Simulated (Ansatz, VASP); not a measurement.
Two plane-wave programs on In

```
In
1.0
    -1.55276    1.55276    2.34233
     1.55276   -1.55276    2.34233
     1.55276    1.55276   -2.34233
In
1
Cartesian
  0.0000 0.0000 0.0000
```

Alike in both runs: task single point; functional LDA; k mesh 22 × 22 × 22; occupations gaussian, width 0.15 eV; no spin polarisation.

|  | VASP | Ansatz |
| --- | --- | --- |
| version | VASP 6.6.1 | Ansatz 0.2.0 |
| potentials or method | VASP PAW LDA potentials, release 64 (In_d), cutoff 520 eV | scalar-relativistic, plane waves, PAW |
| valence electrons in the cell | 13 | 13 |

|  | VASP | Ansatz | Ansatz less VASP |
| --- | --- | --- | --- |
| gap on the k mesh at the Fermi level (eV) | none | none | - |
| pressure (GPa) | 5.4 | 5.3 | -0.06 |

LDA's correlation is that of Perdew and Zunger in VASP and of Perdew and Wang (1992) in Ansatz. A gap of «none» marks a metal or a gap that the smearing closes.
